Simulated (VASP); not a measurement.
# CaS4 (Pm-3m) in VASP: a series of runs, part 2 of 2

VASP 6.6.1.

## 3. Single point, PBE

This run uses another cell than the first one, of 25.28 Å³/atom.

The input, INCAR:

```
PREC = Accurate
ENCUT = 520
EDIFF = 1E-7
ISMEAR = 0
SIGMA = 0.1
LREAL = F
LASPH = T
NELM = 100
ALGO = Normal
ISIF = 2
LWAVE = F
LCHARG = F
GGA = PE
NBANDS = 25
```

The input, KPOINTS:

```
regular mesh
0
Gamma
  4 4 4
```

The input, POSCAR:

```
CaS4
1.0
    5.0183870700      0.0000000000      0.0000000000
    0.0000000000      5.0183870700      0.0000000000
    0.0000000000      0.0000000000      5.0183870700
Ca S
1 4
Direct
    0.5000000000      0.5000000000      0.5000000000
    0.5000000000      0.0000000000      0.0000000000
    0.0000000000      0.5000000000      0.0000000000
    0.0000000000      0.0000000000      0.5000000000
    0.0000000000      0.0000000000      0.0000000000
```

Potentials or basis: VASP PAW PBE potentials, release 64 (Ca_sv, S).

On the command line:

```console
$ cat potpaw_PBE.64/Ca_sv/POTCAR potpaw_PBE.64/S/POTCAR > POTCAR
$ mpirun -np 1 vasp_std > vasp.out
```

It took 35 s on 1 thread of Intel Xeon Platinum 8259CL at 2.50GHz (Skylake/Cascade Lake), shared host; peak memory 0.24 GiB.

It converged, with:

```yaml
Free_energy: -19.2810 eV
Pressure: -8.3 GPa
Band_gap_on_the_k_mesh: zero (bands 17 and 18 overlap by 0.85 eV)
```

Levels at points of the mesh, in eV from the Fermi level:
```
           k point  band 14  band 15  band 16  band 17  band 18  band 19  band 20  band 21
(0.00, 0.00, 0.00)    -0.69    -0.63    -0.63    -0.63     2.48     2.97     2.97     3.32
(0.50, 0.00, 0.00)    -1.21    -0.77    -0.77    -0.53    -0.42     3.52     3.74     3.96
(0.50, 0.50, 0.00)    -1.45    -0.93    -0.39    -0.39    -0.09     0.34     3.64     3.84
(0.50, 0.50, 0.50)    -1.10    -0.90    -0.90     0.43     0.43     0.43     0.50     2.78
```

Caveat: the cell stands under tension.

## 4. Single point, PBE

This run uses another cell than the first one, of 20.04 Å³/atom.

The input, INCAR:

```
SYSTEM = CaS4
PREC = Accurate
ENCUT = 520
EDIFF = 1E-6
ISMEAR = 0
SIGMA = 0.1
LREAL = .False.
LASPH = .True.
NELM = 80
ALGO = Normal
ISIF = 2
LWAVE = .False.
LCHARG = .False.
GGA = PE
NBANDS = 25
```

The input, KPOINTS:

```
Automatic mesh
0
Gamma
  8 8 8
  0 0 0
```

Changes to POSCAR since step 3:

```diff
@@ -2,5 +2,5 @@
 1.0
-    5.0183870700      0.0000000000      0.0000000000
-    0.0000000000      5.0183870700      0.0000000000
-    0.0000000000      0.0000000000      5.0183870700
+    4.6450219016      0.0000000000      0.0000000000
+    0.0000000000      4.6450219016      0.0000000000
+    0.0000000000      0.0000000000      4.6450219016
 Ca S
```

Potentials or basis: VASP PAW PBE potentials, release 64 (Ca_sv, S).

On the command line:

```console
$ cat potpaw_PBE.64/Ca_sv/POTCAR potpaw_PBE.64/S/POTCAR > POTCAR
$ mpirun -np 1 vasp_std > vasp.out
```

OUTCAR:

```text
SYSTEM = CaS4
   PREC = Accurate
   ENCUT = 520
   EDIFF = 1E-6
   ISMEAR = 0
   LREAL = .False.
   LASPH = .True.
   NELM = 80
   ISIF = 2
   GGA = PE

 ion  position               nearest neighbor table
   1  0.500  0.500  0.500-
   2  0.500  0.000  0.000-   5 2.32   5 2.32
   3  0.000  0.500  0.000-   5 2.32   5 2.32
   4  0.000  0.000  0.500-   5 2.32   5 2.32
   5  0.000  0.000  0.000-   2 2.32   3 2.32   4 2.32   4 2.32   3 2.32   2 2.32

  LATTYP: Found a simple cubic cell.
 ALAT       =     4.6450219016

  Lattice vectors:

 A1 = (   4.6450219016,   0.0000000000,   0.0000000000)
 A2 = (   0.0000000000,   4.6450219016,   0.0000000000)
 A3 = (   0.0000000000,   0.0000000000,   4.6450219016)

Analysis of symmetry for initial positions (statically):
=====================================================================
 Subroutine PRICEL returns:
 Original cell was already a primitive cell.

 Routine SETGRP: Setting up the symmetry group for a
 simple cubic supercell.

 Subroutine GETGRP returns: Found 48 space group operations
 (whereof 48 operations were pure point group operations)
[... 174 lines left out ...]
 cond. band min:       4.8667230402   @ k =   0.5000   0.5000   0.0000
 fundamental gap:      0.0120554491
 Fermi energy:         4.8554767541

 k-point     1 :       0.0000    0.0000    0.0000
  band No.  band energies     occupation
      1     -36.1372      2.00000
      2     -17.0912      2.00000
      3     -17.0912      2.00000
      4     -17.0912      2.00000
      5     -11.7958      2.00000
      6      -6.6007      2.00000
[... 661 lines left out ...]
     24       9.8016      0.00000
     25      10.2690      0.00000

 [... further k-points ...]

------------------------ aborting loop because EDIFF is reached ----------------------------------------

  FORCE on cell =-STRESS in cart. coord.  units (eV):
  Direction    XX          YY          ZZ          XY          YZ          ZX
  --------------------------------------------------------------------------------------
  -------------------------------------------------------------------------------------
  Total       -0.0814159     -0.0814159     -0.0814159      0.0000000     -0.0000000      0.0000000
  in kB       -1.3015368     -1.3015368     -1.3015368      0.0000000     -0.0000000      0.0000000
  external PRESSURE =      -1.3015368 kB  Pullay stress =       0.0000000 kB

 VOLUME and BASIS-vectors are now :
 -----------------------------------------------------------------------------
  energy-cutoff  :      520.00
  volume of cell :      100.22
      direct lattice vectors                 reciprocal lattice vectors
     4.645021902  0.000000000  0.000000000     0.215284238  0.000000000  0.000000000
     0.000000000  4.645021902  0.000000000     0.000000000  0.215284238  0.000000000
     0.000000000  0.000000000  4.645021902     0.000000000  0.000000000  0.215284238

 POSITION                                       TOTAL-FORCE (eV/Angst)
 -----------------------------------------------------------------------------------
      2.32251      2.32251      2.32251         0.000000      0.000000      0.000000
      2.32251      0.00000      0.00000         0.000000      0.000000      0.000000
      0.00000      2.32251      0.00000         0.000000      0.000000      0.000000
      0.00000      0.00000      2.32251         0.000000      0.000000      0.000000
      0.00000      0.00000      0.00000         0.000000      0.000000      0.000000
 -----------------------------------------------------------------------------------
    total drift:                                0.000000      0.000000      0.000000

  FREE ENERGIE OF THE ION-ELECTRON SYSTEM (eV)
  ---------------------------------------------------
  free  energy   TOTEN  =       -20.2518918731 eV

  energy  without entropy=      -20.2411322158  energy(sigma->0) =      -20.24651204
```

stdout:

```text
POSCAR found type information on POSCAR CaS
 POSCAR found :  2 types and       5 ions
 scaLAPACK will be used
 LDA part: xc-table for (Slater+PW92), standard interpolation
 POSCAR, INCAR and KPOINTS ok, starting setup
 FFT: planning ... GRIDC
 FFT: planning ... GRID_SOFT
 FFT: planning ... GRID
 WAVECAR not read
 entering main loop
```

It took 66 s on 1 thread of Intel Xeon Platinum 8259CL at 2.50GHz (Skylake/Cascade Lake), shared host; peak memory 0.24 GiB.

What came out:

* Free energy: -20.2519 eV
* Pressure: -0.1 GPa
* Band gap on the k mesh: zero (bands 17 and 18 overlap by 1.37 eV)

Levels at points of the mesh, in eV from the Fermi level:
```
           k point  band 13  band 14  band 15  band 16  band 17  band 18  band 19  band 20  band 21  band 22
(0.00, 0.00, 0.00)    -1.07    -1.07    -1.04    -1.04    -1.04     2.98     2.98     3.20     3.20     3.20
(0.50, 0.00, 0.00)    -2.16    -1.94    -1.24    -1.24    -0.89    -0.88     3.82     4.39     4.68     5.05
(0.50, 0.50, 0.00)    -2.31    -2.31    -1.73    -0.81    -0.81     0.01     0.35     4.05     4.59     4.98
(0.50, 0.50, 0.50)    -1.69    -1.42    -1.42    -1.42     0.50     0.50     0.50     1.27     2.82     4.03
```

## 5. The runs side by side

```tsv
cell	k mesh	gap on the mesh (eV)	pressure (GPa)
a = 4.668 Å, 5 atoms	4 × 4 × 4	none	-0.4
a = 5.018 Å, 5 atoms	4 × 4 × 4	none	-8.3
a = 4.645 Å, 5 atoms	8 × 8 × 8	none	-0.1
```

Alike in all rows: task single point; level PBE; potentials or basis VASP PAW PBE potentials, release 64 (Ca_sv, S); no spin polarisation; cutoff (eV) 520; smearing gaussian 0.1 eV.

Caveats: the cell stands under tension (at least some runs).

Absolute energies hang on the potentials; compare differences alone.

The gap in the log of VASP goes by the Fermi energy; the results here count the filled bands.